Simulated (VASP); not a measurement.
CdTe: single point with LDA

CdTe:

```
Cd Te
1.0
     3.18898    3.18898    0.00000
    -3.18898    3.18898    0.00000
     0.00000    3.18898    3.22675
Cd Te
1 1
Cartesian
  0.0000 0.0000 0.0000
  1.5945 4.7835 1.6134
```

This cell differs from its parent crystal: in-plane strain -0.005, then relaxed in part.

```
Program                : VASP 6.6.1
Task                   : single point
Functional             : LDA
Potentials or basis    : VASP PAW LDA potentials, release 64 (Cd, Te)
Cutoff                 : 520 eV
k mesh                 : 6 × 6 × 6
Occupations            : gaussian, width 0.01 eV
Spin                   : no spin polarisation
Dipole correction      : no
Further INCAR settings : ALGO = Normal; EDIFF = 1e-06; NBANDS = 16
```

| Property | Result |
| --- | --- |
| Pressure | 0.4 GPa |
| Band gap on the k mesh | 0.65 eV, direct |

Stress tensor (GPa, compression positive):
```
0.49 0.00 0.00
0.00 0.49 0.00
0.00 0.00 0.27
```

Levels at points of the mesh, in eV from the valence-band top:
```tsv
k point	band 6	band 7	band 8	band 9	band 10	band 11	band 12	band 13
(0.00, 0.00, 0.00)	-8.15	-0.04	0.00	0.00	0.65	4.46	4.46	4.46
(0.50, 0.00, 0.00)	-7.78	-4.73	-0.89	-0.83	1.68	5.03	5.10	6.87
(0.50, 0.50, 0.00)	-7.62	-4.55	-2.06	-2.04	2.33	2.49	8.85	9.10
(0.00, 0.00, 0.50)	-7.64	-4.61	-2.00	-2.00	2.38	2.59	8.77	9.15
```

Run time: 25 s on 1 thread of Intel Xeon 6975P-C, with other jobs on the host, peak memory 0.19 GiB.

Caveat: the cell differs from its parent crystal (in-plane strain -0.005, then relaxed in part); spin-orbit coupling is left out, which moves the levels of the heavy elements.
